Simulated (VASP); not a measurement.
# C (I4_1/amd) in VASP: further runs

Runs on C. Level: PBE. Tasks: single point.

All numbers are computed with VASP 6.6.1; they aren't measurements. Logs are shortened: lines on timing, memory, paths and dates and some standing lists are left out, and cuts for length are marked.

**1. The cell of the first run**

The structure is tetragonal, space group I4_1/amd (No. 141). Conventional cell: a = 2.270 Å, b = 2.270 Å, c = 3.567 Å, α = 90.00°, β = 90.00°, γ = 90.00°. C (site symmetry -4m2) has 4 C at 1.44 Å within 1.9 Å.

**2. Single point, PBE (strain -0.1000 x Voigt [1, 1, 0, 0, 0, 0])**

INCAR reads:

```
PREC = Accurate
ENCUT = 520
EDIFF = 1E-6
ISMEAR = 0
SIGMA = 0.05
LREAL = False
LASPH = True
NELM = 80
ALGO = Normal
ISIF = 2
LWAVE = False
LCHARG = True
GGA = PE
LELF = True
LVHAR = True
NBANDS = 11
```

KPOINTS reads:

```
Automatic mesh
0
Gamma
  12 12 12
```

POSCAR reads:

```
C
1.0
    0.0000000000      1.6050600000      1.7834000000
    1.6050600000      0.0000000000      1.7834000000
    1.6050600000      1.6050600000      0.0000000000
C
2
Direct
    0.5000000000      0.5000000000      0.5000000000
    0.7500000000      0.7500000000      0.7500000000
```

Potentials or basis: VASP PAW PBE potentials, release 64 (C).

Run with:

```
$ cat potpaw_PBE.64/C/POTCAR > POTCAR
$ mpirun -np 1 vasp_std > vasp.out
```

OUTCAR:

```text
PREC = Accurate
   ENCUT = 520
   EDIFF = 1E-6
   ISMEAR = 0
   LREAL = False
   LASPH = True
   NELM = 80
   ISIF = 2
   GGA = PE

 ion  position               nearest neighbor table
   1  0.500  0.500  0.500-   2 1.44   2 1.44   2 1.44   2 1.44
   2  0.750  0.750  0.750-   1 1.44   1 1.44   1 1.44   1 1.44

  LATTYP: Found a body centered tetragonal cell.
 ALAT       =     2.2698976204
 C/A-ratio  =     1.5713484026

  Lattice vectors:

 A1 = (  -1.6050600000,   0.0000000000,   1.7834000000)
 A2 = (   1.6050600000,   0.0000000000,   1.7834000000)
 A3 = (   0.0000000000,   1.6050600000,  -1.7834000000)

Analysis of symmetry for initial positions (statically):
=====================================================================
 Subroutine PRICEL returns:
 Original cell was already a primitive cell.

 Routine SETGRP: Setting up the symmetry group for a
 body centered tetragonal supercell.

 Subroutine GETGRP returns: Found 16 space group operations
 (whereof  8 operations were pure point group operations)
 out of a pool of 16 trial point group operations.

The static configuration has the point symmetry D_2d.
 The point group associated with its full space group is D_4h.

Analysis of symmetry for dynamics (positions and initial velocities):
=====================================================================
 Subroutine PRICEL returns:
 Original cell was already a primitive cell.

 Routine SETGRP: Setting up the symmetry group for a
 body centered tetragonal supercell.

 Subroutine GETGRP returns: Found 16 space group operations
 (whereof  8 operations were pure point group operations)
 out of a pool of 16 trial point group operations.

The dynamic configuration has the point symmetry D_2d.
 The point group associated with its full space group is D_4h.

 Subroutine INISYM returns: Found 16 space group operations
 (whereof  8 operations are pure point group operations),
 and found     1 'primitive' translations

----------------------------------------------------------------------------------------

                                     Primitive cell

  volume of cell :       9.1889

  direct lattice vectors                    reciprocal lattice vectors
     0.000000000  1.605060000  1.783400000    -0.311514834  0.311514834  0.280363351
     1.605060000  0.000000000  1.783400000     0.311514834 -0.311514834  0.280363351
     1.605060000  1.605060000  0.000000000     0.311514834  0.311514834 -0.280363351

  length of vectors
     2.399319313  2.399319313  2.269897620     0.522194018  0.522194018  0.522194018

  position of ions in fractional coordinates (direct lattice)
     0.500000000  0.500000000  0.500000000
     0.750000000  0.750000000  0.750000000

  ion indices of the primitive-cell ions
   primitive index   ion index
                 1           1
                 2           2

----------------------------------------------------------------------------------------

 KPOINTS: Automatic mesh

Automatic generation of k-mesh.
 Grid dimensions read from file:
 generate k-points for:   12   12   12

 Generating k-lattice:

  Cartesian coordinates                     Fractional coordinates (reciprocal lattice)
    -0.025959570  0.025959570  0.023363613     0.083333333  0.000000000  0.000000000
     0.025959570 -0.025959570  0.023363613     0.000000000  0.083333333  0.000000000
     0.025959570  0.025959570 -0.023363613     0.000000000  0.000000000  0.083333333

  Length of vectors
     0.043516168  0.043516168  0.043516168

  Shift w.r.t. Gamma in fractional coordinates (k-lattice)
     0.000000000  0.000000000  0.000000000

 Subroutine IBZKPT returns following result:
 ===========================================

 Found    163 irreducible k-points:

 Following reciprocal coordinates:
            Coordinates               Weight
  0.000000  0.000000  0.000000      1.000000
  0.083333 -0.000000  0.000000      8.000000
  0.166667 -0.000000  0.000000      8.000000
  0.250000  0.000000  0.000000      8.000000
  0.333333  0.000000  0.000000      8.000000
  0.416667  0.000000  0.000000      8.000000
[... 16 lines left out ...]
  0.500000  0.166667  0.000000      8.000000
 -0.416667  0.166667  0.000000      8.000000
 [... further k-points ...]
   k-points           NKPTS =    163   k-points in BZ     NKDIM =    163   number of bands    NBANDS=     11
   number of dos      NEDOS =    301   number of ions     NIONS =      2
   total plane-waves  NPLWV =   5832
   dimension x,y,z NGX =    18 NGY =   18 NGZ =   18
   dimension x,y,z NGXF=    36 NGYF=   36 NGZF=   36
   ions per type =               2
   NGX,Y,Z   is equivalent  to a cutoff of  12.47, 12.47, 13.18 a.u.
   NGXF,Y,Z  is equivalent  to a cutoff of  24.94, 24.94, 26.37 a.u.
 SYSTEM =  unknown system
   PREC   = accura    normal or accurate (medium, high low for compatibility)
   ISTART =      0    job   : 0-new  1-cont  2-samecut
   ICHARG =      2    charge: 1-file 2-atom 10-const
   ISPIN  =      1    spin polarized calculation?
   LNONCOLLINEAR =      F non collinear calculations
   LSORBIT =      F    spin-orbit coupling
   LASPH  =      T    aspherical Exc in radial PAW
   ENCUT  =  520.0 eV  38.22 Ry    6.18 a.u.   4.46  4.46  4.22*2*pi/ulx,y,z
   NELM   =     80;   NELMIN=  2; NELMDL= -5     # of ELM steps
   EDIFF  = 0.1E-05   stopping-criterion for ELM
   LREAL  =      F    real-space projection
   EDIFFG = 0.1E-04   stopping-criterion for IOM
   NSW    =      0    number of steps for IOM
   IBRION =     -1    ionic relax: 0-MD 1-quasi-New 2-CG
   NFREE  =      0    steps in history (QN), initial steepest desc. (CG)
   ISIF   =      2    stress and relaxation
   ISYM   =      2    0-nonsym 1-usesym 2-fastsym
   POTIM  = 0.5000    time-step for ionic-motion
   TEBEG  =    0.0;   TEEND  =   0.0 temperature during run
   PSTRESS=    0.0 pullay stress
   NELECT =       8.0000    total number of electrons
   NUPDOWN=      -1.0000    fix difference up-down
   EMIN   =  10.00;   EMAX   =-10.00  energy-range for DOS
   EFERMI =   0.00;   METHOD = LEGACY
   ISMEAR =     0;   SIGMA  =   0.05  broadening in eV -4-tet -1-fermi 0-gaus
   EFERMI_NEDOS =   21; number of points for ismear=-14 and -15
   IALGO  =     38    algorithm
   IMIX   =      4    mixing-type and parameters
     AMIX     =   0.40;   BMIX     =  1.00
     AMIX_MAG =   1.60;   BMIX_MAG =  1.00
  volume/ion in A,a.u.               =       4.59        31.00
  Fermi-wavevector in a.u.,A,eV,Ry     =   1.563211  2.954041 33.247605  2.443630
  Thomas-Fermi vector in A             =   2.666016
   LORBIT       =      0    0 simple, 1 ext, 2 COOP (PROOUT), +10 PAW based schemes
   GGA     = PE    functional components
   LHFCALC =     F    Hartree Fock is set to
   AEXX    =    0.0000 exact exchange contribution
   IVDW    =     0    specifies the selected vdW correction
   LEPSILON=     F    determine dielectric tensor
   LRPA    =     F    only Hartree local field effects (RPA)
 non-spin polarized calculation
 Gauss-broadening in eV      SIGMA  =   0.05
  energy-cutoff  :      520.00
  volume of cell :        9.19
 maximum number of plane-waves:       263
 NGX is ok and might be reduce to    18
   NGX =  9   NGY =  9   NGZ =  9

 number of electron       8.0000001 magnetization

 Free energy of the ion-electron system (eV)
  ---------------------------------------------------
  ext. energy  EPLUGINS =         0.00000000
  ---------------------------------------------------
  free energy    TOTEN  =       -17.10676876 eV

  energy without entropy =      -17.10676876  energy(sigma->0) =      -17.10676876

 E-fermi :  14.0563     XC(G=0): -14.3502

 val. band max:       13.7385524208   @ k =   0.0000   0.0000   0.0000
 cond. band min:      16.8608412355   @ k =   0.4167   0.0000   0.4167
 fundamental gap:      3.1222888147
 Fermi energy:        14.0563058189

 k-point     1 :       0.0000    0.0000    0.0000
  band No.  band energies     occupation
      1     -11.4851      2.00000
      2      11.6613      2.00000
      3      13.7386      2.00000
      4      13.7386      2.00000
      5      18.8750      0.00000
      6      18.8751      0.00000
      7      20.3000      0.00000
      8      31.2437      0.00000
      9      35.4246      0.00000
     10      37.8715      0.00000
     11      39.1957      0.00000

 k-point     2 :       0.0833   -0.0000    0.0000
  band No.  band energies     occupation
      1     -11.2627      2.00000
      2      10.9309      2.00000
      3      12.5937      2.00000
      4      13.3672      2.00000
      5      19.3924      0.00000
      6      19.4336      0.00000
      7      21.1884      0.00000
      8      31.2342      0.00000
      9      35.7060      0.00000
     10      36.1943      0.00000
     11      41.9463      0.00000

 k-point     3 :       0.1667   -0.0000    0.0000
  band No.  band energies     occupation
      1     -10.5974      2.00000
      2       8.5552      2.00000
      3      11.0940      2.00000
      4      12.6140      2.00000
      5      20.1392      0.00000
      6      20.6575      0.00000
      7      22.8964      0.00000
      8      31.2047      0.00000
      9      34.9782      0.00000
     10      36.7616      0.00000
     11      39.5390      0.00000

 k-point     4 :       0.2500    0.0000    0.0000
  band No.  band energies     occupation
      1      -9.4952      2.00000
      2       5.3957      2.00000
      3       9.9847      2.00000
      4      11.8895      2.00000
      5      20.5694      0.00000
      6      21.8773      0.00000
      7      24.4079      0.00000
      8      31.1310      0.00000
      9      35.2288      0.00000
     10      37.8723      0.00000
     11      38.4192      0.00000

 k-point     5 :       0.3333    0.0000    0.0000
  band No.  band energies     occupation
      1      -7.9695      2.00000
      2       2.1981      2.00000
      3       9.1517      2.00000
      4      11.3460      2.00000
      5      20.6292      0.00000
      6      22.6651      0.00000
      7      25.4529      0.00000
      8      30.9919      0.00000
      9      36.2943      0.00000
     10      38.8285      0.00000
     11      39.4307      0.00000
[... 211 lines left out ...]
 k-point    21 :       0.3333    0.1667    0.0000
  band No.  band energies     occupation
      1      -8.5819      2.00000
      2       4.9870      2.00000
      3       7.8704      2.00000
      4       9.4111      2.00000
      5      21.1384      0.00000
      6      25.2929      0.00000
      7      25.6789      0.00000
      8      27.7101      0.00000
      9      35.9974      0.00000
     10      37.2273      0.00000
     11      43.7156      0.00000

 k-point    22 :       0.4167    0.1667    0.0000
  band No.  band energies     occupation
      1      -7.0083      2.00000
      2       2.1787      2.00000
      3       6.6251      2.00000
      4       9.2725      2.00000
      5      21.4436      0.00000
      6      26.0028      0.00000
      7      26.2388      0.00000
      8      29.1595      0.00000
      9      36.4968      0.00000
     10      37.9408      0.00000
     11      43.7093      0.00000

 k-point    23 :       0.5000    0.1667    0.0000
  band No.  band energies     occupation
      1      -5.0751      2.00000
      2      -0.5676      2.00000
      3       5.7655      2.00000
      4       9.4813      2.00000
      5      21.7180      0.00000
      6      25.6950      0.00000
      7      26.6577      0.00000
      8      30.8593      0.00000
      9      35.9559      0.00000
     10      39.8675      0.00000
     11      42.7927      0.00000

 k-point    24 :      -0.4167    0.1667    0.0000
  band No.  band energies     occupation
      1      -3.7937      2.00000
      2      -2.0551      2.00000
      3       5.3037      2.00000
      4      10.0046      2.00000
      5      22.2378      0.00000
      6      25.0010      0.00000
      7      26.4910      0.00000
      8      31.3556      0.00000
      9      36.1393      0.00000
     10      39.9774      0.00000
     11      41.2701      0.00000

 [... further k-points ...]

------------------------ aborting loop because EDIFF is reached ----------------------------------------

  FORCE on cell =-STRESS in cart. coord.  units (eV):
  Direction    XX          YY          ZZ          XY          YZ          ZX
  --------------------------------------------------------------------------------------
  -------------------------------------------------------------------------------------
  Total       10.5104492     10.5104492      2.8135588      0.0000000      0.0000000      0.0000000
  in kB     1832.6121332   1832.6121332    490.5748518      0.0000000      0.0000000      0.0000000
  external PRESSURE =    1385.2663727 kB  Pullay stress =       0.0000000 kB

 VOLUME and BASIS-vectors are now :
 -----------------------------------------------------------------------------
  energy-cutoff  :      520.00
  volume of cell :        9.19
      direct lattice vectors                 reciprocal lattice vectors
     0.000000000  1.605060000  1.783400000    -0.311514834  0.311514834  0.280363351
     1.605060000  0.000000000  1.783400000     0.311514834 -0.311514834  0.280363351
     1.605060000  1.605060000  0.000000000     0.311514834  0.311514834 -0.280363351

 POSITION                                       TOTAL-FORCE (eV/Angst)
 -----------------------------------------------------------------------------------
      1.60506      1.60506      1.78340         0.000000      0.000000      0.000000
      2.40759      2.40759      2.67510         0.000000      0.000000     -0.000000
 -----------------------------------------------------------------------------------
    total drift:                                0.000000     -0.000000      0.000000

  FREE ENERGIE OF THE ION-ELECTRON SYSTEM (eV)
  ---------------------------------------------------
  free  energy   TOTEN  =       -17.1067687635 eV

  energy  without entropy=      -17.1067687635  energy(sigma->0) =      -17.10676876
```

Wall time 15 s (1 thread of AMD EPYC 7R43 (Zen 3), shared host); peak memory 0.09 GiB.

What came out:

| Quantity | Value |
| --- | --- |
| Free energy | -17.1068 eV |
| Pressure | 138.5 GPa |
| Band gap on the k mesh | 3.12 eV, indirect (least direct gap 5.14 eV) |

Stress tensor (GPa, compression positive):
```
183.26   0.00   0.00
  0.00 183.26   0.00
  0.00   0.00  49.06
```

Caveat: the cell differs from its parent crystal (strain -0.1000 x Voigt [1, 1, 0, 0, 0, 0]).

**3. Single point, PBE (strain -0.0750 x Voigt [1, 1, 0, 0, 0, 0])**

INCAR reads:

```
SYSTEM = C
ALGO = Normal
EDIFF = 1E-6
ENCUT = 520
GGA = PE
ISIF = 2
ISMEAR = 0
LASPH = .True.
LCHARG = .True.
LELF = .True.
LREAL = .False.
LVHAR = .True.
LWAVE = .False.
NBANDS = 11
NELM = 100
PREC = Accurate
SIGMA = 0.05
```

KPOINTS reads:

```
k-points
0
Gamma
  12 12 12
  0 0 0
```

POSCAR reads:

```
C
1.0
    0.0000000000      1.6496450000      1.7834000000
    1.6496450000      0.0000000000      1.7834000000
    1.6496450000      1.6496450000      0.0000000000
C
2
Direct
    0.5000000000      0.5000000000      0.5000000000
    0.7500000000      0.7500000000      0.7500000000
```

Potentials or basis: VASP PAW PBE potentials, release 64 (C).

Run with:

```
$ cat potpaw_PBE.64/C/POTCAR > POTCAR
$ mpirun -np 1 vasp_std > vasp.out
```

It took 14 s on 1 thread of AMD EPYC 7R43 (Zen 3), shared host; peak memory 0.09 GiB.

Results (log left out):

```yaml
Free_energy: -17.6015 eV
Pressure: 94.0 GPa
Band_gap_on_the_k_mesh: 3.44 eV, indirect (least direct gap 5.27 eV)
```

Stress tensor (GPa, compression positive):
```
124.58   0.00   0.00
  0.00 124.58   0.00
  0.00   0.00  32.73
```

Levels at points of the mesh, in eV from the valence-band top:
```
           k point  band 2  band 3  band 4  band 5  band 6  band 7
(0.00, 0.00, 0.00)   -1.43    0.00    0.00    5.27    5.27    6.30
(0.50, 0.00, 0.00)  -15.69   -4.54   -2.84    7.32    9.07   11.47
(0.50, 0.50, 0.00)  -15.33   -6.86   -6.86    5.98    5.98   18.48
(0.50, 0.00, 0.50)  -13.94   -8.16   -8.16    3.97    3.97   18.57
```

Caveat: the cell differs from its parent crystal (strain -0.0750 x Voigt [1, 1, 0, 0, 0, 0]). A k mesh can miss the band edges.

[end of part 1 of 2]
